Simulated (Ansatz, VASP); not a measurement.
**ZnO in VASP and in Ansatz**

Contents of INCAR:

```
PREC     = Accurate       # precision mode
ENCUT    = 520            # plane-wave cutoff, eV
EDIFF    = 1E-8           # SCF threshold, eV
ISMEAR   = -1             # smearing method
SIGMA    = 0.01           # smearing width, eV
LREAL    = False          # projectors in reciprocal space
LASPH    = True           # aspherical terms in the spheres
NELM     = 60             # most SCF steps
ALGO     = Normal         # electronic algorithm
ISIF     = 2              # what is computed and relaxed
LWAVE    = False          # write WAVECAR
LCHARG   = False          # write CHGCAR
LEFG     = True         
NBANDS   = 26             # bands
```

File KPOINTS:

```
regular mesh
0
Gamma
  8 8 5
```

POSCAR

```
ZnO
1.0
    3.3143866984      0.0000000000      0.0000000000
   -1.6571933491      2.8703430787      0.0000000000
    0.0000000000      0.0000000000      5.2038000000
Zn O
2 2
Direct
    0.3333333333      0.6666666667      0.0000000000
    0.6666666667      0.3333333333      0.5000000000
    0.3333333333      0.6666666667      0.3821000000
    0.6666666667      0.3333333333      0.8821000000
```

Input for Ansatz:

```yaml
crystal:
  lattice:
    - [3.3143866984, 0.0, 0.0]
    - [-1.6571933491, 2.8703430787, 0.0]
    - [0.0, 0.0, 5.2038]
  atoms:
    - { symbol: Zn, position: [0.3333333333, 0.6666666667, 0.0] }
    - { symbol: Zn, position: [0.6666666667, 0.3333333333, 0.5] }
    - { symbol: O, position: [0.3333333333, 0.6666666667, 0.3821] }
    - { symbol: O, position: [0.6666666667, 0.3333333333, 0.8821] }
kpoints:
  mp_grid: { grid: [8, 8, 5] }
scf:
  occupations: { method: fermi_dirac, width: 0.01 }
hamiltonian:
  xc: lda
  pseudopotentials: { kind: paw }
output:
  forces: true
  stress: true
  eigenvalues: true
  efg: { contact_densities: true }
```

Change from the starting cell: equal xx and yy strain of +2 %, PAW files.

Alike in both runs: task electric field gradients; functional LDA; k mesh 8 × 8 × 5; occupations fermi-dirac, width 0.01 eV; no spin polarisation.

|  | VASP | Ansatz |
| --- | --- | --- |
| version | VASP 6.6.1 | Ansatz 0.2.0 |
| potentials or method | VASP PAW LDA potentials, release 64 (Zn, O) | PAW with Ansatz's default frozen-core files, scalar-relativistic |
| plane-wave cutoff (eV) | 520 | 420 |
| valence electrons in the cell | 36 | 36 |

```csv
,VASP,Ansatz,Ansatz less VASP
gap on the k mesh at the Fermi level (eV),0.70,0.69,-0.005
pressure (GPa),-10.8,-11.7,-0.88
"traceless stress, the component that is largest in VASP (GPa)",2.97,2.89,-0.079
rms of the force components (eV/Å),0.048,0.041,-0.0062
size of Vzz on the site where it differs most (V/Å²),1.7,1.3,-0.43
```

LDA's correlation is that of Perdew and Zunger in VASP and of Perdew and Wang (1992) in Ansatz. Atom by atom the forces differ by 0.006 eV/Å (rms over components).
